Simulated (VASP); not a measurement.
Wanted: the native input for a VASP 6.6.1 run.

```yaml
Task: single point
Functional: PBEsol
Dispersion: D3(BJ)
Potentials_or_basis: VASP PAW PBE potentials, release 64 (Te)
Cutoff: 520 eV
k_mesh: 7 × 7 × 5
Occupations: fermi-dirac, width 0.05 eV
Spin: no spin polarisation
Dipole_correction: no
Further_INCAR_settings: ALGO = Normal; EDIFF = 1e-07; NBANDS = 16
```

The structure of Te lies in POSCAR:

```
Te
1.0
    3.6366015186     -2.0792827552      0.0162778866
    3.6366015186      2.0792827552      0.0162778866
   -0.0642936065      0.0000000000      5.9195605512
Te
3
Direct
    0.0000000000      0.0000000000      0.0000000000
    0.3204995667      0.3204995667      0.3348775732
    0.6795004333      0.6795004333      0.6651224268
```

One way to write it, as run:

INCAR

```
SYSTEM = Te
PREC     = Accurate       ! precision mode
ENCUT    = 520            ! plane-wave cutoff, eV
EDIFF    = 1E-7           ! SCF threshold, eV
ISMEAR   = -1             ! smearing method
SIGMA    = 0.05           ! smearing width, eV
LREAL    = .FALSE.        ! projectors in reciprocal space
LASPH    = .TRUE.         ! aspherical terms in the spheres
NELM     = 80             ! most SCF steps
ALGO     = Normal         ! electronic algorithm
ISIF     = 2              ! what is computed and relaxed
LWAVE    = .FALSE.        ! write WAVECAR
LCHARG   = .FALSE.        ! write CHGCAR
GGA      = PS             ! functional
IVDW     = 12             ! dispersion correction
NBANDS   = 16             ! bands
```

KPOINTS

```
Automatic mesh
0
G
  7 7 5
  0 0 0
```

Potentials or basis: VASP PAW PBE potentials, release 64 (Te).

Run with:

```console
$ cat potpaw_PBE.64/Te/POTCAR > POTCAR
$ mpirun -np 1 vasp_std > vasp.out
```

It gave:

```json
{
 "Pressure": "-0.2 GPa",
 "Largest force": "0.006 eV/Å",
 "Band gap on the k mesh": "zero (bands 9 and 10 overlap by 0.07 eV)",
 "Dispersion energy per atom": "-0.465 eV"
}
```

Caveat: three body term missing; the PAW data sets were made with another functional, which shifts forces and pressure a little; spin-orbit coupling is left out, which moves the levels of the heavy elements.

Run time: 2.6 min on 1 thread of AMD EPYC 7571, with other jobs on the host, peak memory 0.23 GiB.
